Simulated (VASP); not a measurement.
Wanted: the native input for a VASP 6.6.1 run.

- Task: single point
- Functional: PBEsol
- Potentials or basis: VASP PAW PBE potentials, release 64 (Sc_sv)
- Cutoff: 520 eV
- k mesh: 15 × 15 × 10
- Occupations: gaussian, width 0.15 eV
- Spin: no spin polarisation
- Dipole correction: no
- Further INCAR settings: ALGO = Normal; EDIFF = 1e-06; NBANDS = 18

The structure of Sc lies in POSCAR:

```
Sc
1.0
    3.1131000000      0.0000000000      0.0000000000
   -1.5565500000      2.6960236845      0.0000000000
    0.0000000000      0.0000000000      4.6758000000
Sc
2
Direct
    0.3333333333      0.6666666667      0.2500000000
    0.6666666667      0.3333333333      0.7500000000
```

One way to write it, as run:

INCAR

```
ALGO = Normal
EDIFF = 1E-6
ENCUT = 520
GGA = PS
ISIF = 2
ISMEAR = 0
LASPH = T
LCHARG = F
LREAL = F
LWAVE = F
NBANDS = 18
NELM = 100
PREC = Accurate
SIGMA = 0.15
```

KPOINTS

```
k-points
0
Gamma
  15 15 10
```

Potentials or basis: VASP PAW PBE potentials, release 64 (Sc_sv).

Command:

```bash
$ cat potpaw_PBE.64/Sc_sv/POTCAR > POTCAR
$ mpirun -np 1 vasp_std > vasp.out
```

Results of the run:

```yaml
Pressure: 14.4 GPa
Band_gap_on_the_k_mesh: zero (bands 11 and 12 overlap by 2.39 eV)
```

Caveat: the cell stands under pressure; the PAW data sets were made with another functional, which shifts forces and pressure a little.

It took 120 s on 1 thread of Intel Xeon 8259CL, on a shared host, peak memory 0.22 GiB.
